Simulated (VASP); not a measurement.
# Si8NO14 (a cell with a defect): single point with PBE

Si8NO14 (a cell with a defect):

```
Si O N
1.0
    -4.17730   -4.17730    0.00000
     4.17730   -4.17730    0.00000
     0.00000    0.00000    5.33100
Si O N
8 14 1
Direct
  0.50000 0.48153 0.02341
  0.00000 0.50574 0.25000
  0.50000 0.48153 0.47659
  0.00000 0.50400 0.75000
  0.00000 0.00099 0.99800
  0.50000 0.98269 0.25000
  0.00000 0.00099 0.50200
  0.50000 0.04115 0.75000
  0.20085 0.50815 0.99759
  0.00000 0.19873 0.25000
  0.79915 0.50815 0.99759
  0.00000 0.80804 0.25000
  0.20085 0.50815 0.50241
  0.00000 0.19876 0.75000
  0.79915 0.50815 0.50241
  0.00000 0.80560 0.75000
  0.69024 0.98859 0.99213
  0.50000 0.68570 0.25000
  0.30976 0.98859 0.99213
  0.50000 0.28653 0.25000
  0.69024 0.98859 0.50787
  0.30976 0.98859 0.50787
  0.50000 0.33723 0.75000
```

```yaml
Program: VASP 6.6.1
Task: single point
Functional: PBE
Potentials_or_basis: VASP PAW PBE potentials, release 64 (Si, O, N)
Cutoff: 520 eV
k_mesh: 2 × 2 × 2
Occupations: fermi-dirac, width 0.05 eV
Spin: collinear spin, ferromagnetic start
Starting_moments: "[0.0, 0.0, 0.0, 0.0, 0.0, 0.0, 0.0, 0.0, 0.0, 0.0, 0.0, 0.0, 0.0, 0.0, 0.0, 0.0, 0.0, 0.0, 0.0, 0.0, 0.0, 0.0, 1.0] μB"
Dipole_correction: no
Charge: 2
Further_INCAR_settings: LREAL = Auto; ALGO = Normal; EDIFF = 1e-07; NBANDS = 82; NELECT = 119.0
```

- Largest force: 0.081 eV/Å
- Net moment: 0.76 μB per cell
- Site moments: Si -0.01, +0.00, -0.00; O +0.04, -0.00, +0.01, -0.01; N +0.40 μB
- Valence electrons inside the program's atomic spheres: Si 1.55, 1.40, 1.42, 1.43, 1.51; O 5.19, 5.18, 5.21, 5.23, 5.26, 5.29; N 3.93

Forces in eV/Å, atoms in the order of the input:
```
Si  -0.001  0.001 -0.081
Si   0.014 -0.014  0.000
Si  -0.001  0.001  0.081
Si   0.002 -0.002  0.000
Si  -0.008  0.008 -0.003
Si  -0.001  0.001  0.000
Si  -0.008  0.008  0.003
Si   0.037 -0.037  0.000
O   -0.011 -0.007 -0.001
O    0.013 -0.013  0.000
O    0.007  0.011 -0.001
O   -0.011  0.011  0.000
O   -0.011 -0.007  0.001
O    0.014 -0.014  0.000
O    0.007  0.011  0.001
O   -0.016  0.016  0.000
O   -0.004 -0.015  0.001
O    0.022 -0.022  0.000
O    0.015  0.004  0.001
O   -0.050  0.050  0.000
O   -0.004 -0.015 -0.001
O    0.015  0.004 -0.001
N   -0.020  0.020  0.000
```

Levels at points of the mesh, in eV from the Fermi level:
Spin up:
| k point | band 56 | band 57 | band 58 | band 59 | band 60 | band 61 | band 62 | band 63 | band 64 | band 65 |
| --- | --- | --- | --- | --- | --- | --- | --- | --- | --- | --- |
| (0.00, 0.00, 0.00) | -1.26 | -1.11 | -1.10 | -0.63 | 0.15 | 2.80 | 6.28 | 6.37 | 6.79 | 7.31 |
| (0.50, 0.00, 0.00) | -1.61 | -1.43 | -1.32 | -0.81 | -0.58 | 3.43 | 6.62 | 6.98 | 7.23 | 7.53 |
| (0.00, 0.50, 0.00) | -1.63 | -1.20 | -1.00 | -0.58 | -0.34 | 3.11 | 5.99 | 6.40 | 7.52 | 7.65 |
| (0.50, 0.50, 0.00) | -1.34 | -1.11 | -0.92 | -0.81 | -0.71 | 3.36 | 6.44 | 7.20 | 7.87 | 8.22 |
| (0.00, 0.00, 0.50) | -1.13 | -1.09 | -0.98 | -0.59 | -0.41 | 3.86 | 5.06 | 7.20 | 7.93 | 7.95 |
| (0.50, 0.00, 0.50) | -1.32 | -0.89 | -0.89 | -0.78 | -0.55 | 3.98 | 5.88 | 7.65 | 7.89 | 7.96 |
| (0.00, 0.50, 0.50) | -1.04 | -0.74 | -0.59 | -0.52 | -0.45 | 3.77 | 5.02 | 6.97 | 8.40 | 8.67 |
| (0.50, 0.50, 0.50) | -1.16 | -1.04 | -1.00 | -1.00 | -0.94 | 4.07 | 5.74 | 7.10 | 9.01 | 9.20 |
Spin down:
| k point | band 57 | band 58 | band 59 | band 60 | band 61 | band 62 |
| --- | --- | --- | --- | --- | --- | --- |
| (0.00, 0.00, 0.00) | -1.05 | -0.88 | -0.35 | 0.64 | 2.84 | 6.30 |
| (0.50, 0.00, 0.00) | -1.39 | -1.08 | -0.55 | -0.07 | 3.46 | 6.64 |
| (0.00, 0.50, 0.00) | -1.20 | -0.67 | -0.43 | 0.34 | 3.15 | 6.00 |
| (0.50, 0.50, 0.00) | -1.10 | -0.90 | -0.80 | 0.19 | 3.39 | 6.45 |
| (0.00, 0.00, 0.50) | -0.99 | -0.69 | -0.56 | 0.42 | 3.89 | 5.07 |
| (0.50, 0.00, 0.50) | -0.86 | -0.73 | -0.54 | 0.15 | 4.00 | 5.88 |
| (0.00, 0.50, 0.50) | -0.70 | -0.57 | -0.51 | 0.50 | 3.81 | 5.02 |
| (0.50, 0.50, 0.50) | -1.01 | -1.01 | -0.98 | 0.11 | 4.10 | 5.74 |

It took 9.3 min on 1 thread of Oxide Virtual Turin-like Processor (shared host), peak memory 0.41 GiB.

Caveat: the k points lie up to 0.59 Å⁻¹ apart; the cell carries a net charge on a neutralising background, which shifts energy and pressure; the cell is charged against a uniform background, so pressure and absolute levels hang on convention.
